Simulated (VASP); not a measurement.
**ScAl3: relaxation of cell and atoms with PBE**

Crystal: ScAl3.

```
Sc Al
1.0
     5.66655    0.00000    0.00000
    -2.83327    4.90737    0.00000
     0.00000    0.00000    2.86717
Sc Al
1 3
Direct
  0.00000 0.00000 0.00000
  0.50000 0.00000 0.00000
  0.00000 0.50000 0.00000
  0.50000 0.50000 0.00000
```

The cell was generated, and may not be a known phase.

```
Program                : VASP 6.6.1
Task                   : relaxation of cell and atoms
Functional             : PBE
Potentials or basis    : VASP PAW PBE potentials, release 64 (Sc_sv, Al)
Cutoff                 : 600 eV
k mesh                 : 12 × 12 × 16
Occupations            : gaussian, width 0.1 eV
Spin                   : no spin polarisation
Dipole correction      : no
Further INCAR settings : ALGO = Fast; EDIFF = 1e-06; IBRION = 2; EDIFFG = -0.01; NSW = 100; ISIF = 3
```

| Quantity | Value |
| --- | --- |
| Relaxed volume | 20.02 Å³/atom |
| Relaxed cell | a = 5.685 Å, b = 5.685 Å, c = 2.861 Å, α = 90.00°, β = 90.00°, γ = 120.00° |
| Space group after relaxing (to 0.1 Å) | P6/mmm (No. 191) |
| Energy gained by relaxing | 0.3 meV/atom |
| Ionic steps | 5 |
| Pressure after relaxing | 0.0 GPa |
| Band gap on the k mesh | zero (bands 10 and 11 overlap by 1.92 eV) |

The path:
```csv
step,energy change (eV),largest force (eV/Å),pressure (GPa),volume (Å³)
1,0.0000,0.0000,0.38,79.73
2,-0.0011,0.0000,-0.17,80.27
3,-0.0012,0.0000,-0.04,80.15
4,-0.0012,0.0000,-0.05,80.15
5,-0.0013,0.0000,-0.02,80.09
```

Final structure:
```cif
data_structure
_symmetry_space_group_name_H-M 'P 1'
_symmetry_Int_Tables_number 1
_cell_length_a 5.6850
_cell_length_b 5.6850
_cell_length_c 2.8614
_cell_angle_alpha 90.000
_cell_angle_beta 90.000
_cell_angle_gamma 120.000
_cell_volume 80.09
loop_
_atom_site_label
_atom_site_type_symbol
_atom_site_fract_x
_atom_site_fract_y
_atom_site_fract_z
_atom_site_occupancy
Sc1 Sc 0.00000 0.00000 0.00000 1
Al1 Al 0.50000 0.00000 0.00000 1
Al2 Al 0.00000 0.50000 0.00000 1
Al3 Al 0.50000 0.50000 0.00000 1
```

Levels at points of the mesh, in eV from the Fermi level:
| k point | band 7 | band 8 | band 9 | band 10 | band 11 | band 12 | band 13 | band 14 |
| --- | --- | --- | --- | --- | --- | --- | --- | --- |
| (0.00, 0.00, 0.00) | -4.19 | -3.72 | -2.34 | -2.34 | -0.76 | 1.61 | 2.75 | 2.75 |
| (0.50, 0.00, 0.00) | -4.57 | -3.84 | -1.01 | -0.27 | 1.38 | 1.47 | 1.59 | 3.01 |
| (0.00, 0.00, 0.50) | -0.83 | -0.71 | -0.71 | -0.40 | -0.40 | 0.47 | 0.47 | 0.87 |
| (0.50, 0.00, 0.50) | -3.32 | -2.11 | -1.24 | -0.99 | -0.60 | 0.69 | 1.69 | 1.91 |

It took 21 min on 1 thread of Intel Xeon 8259CL, with other jobs on the host, peak memory 0.43 GiB.
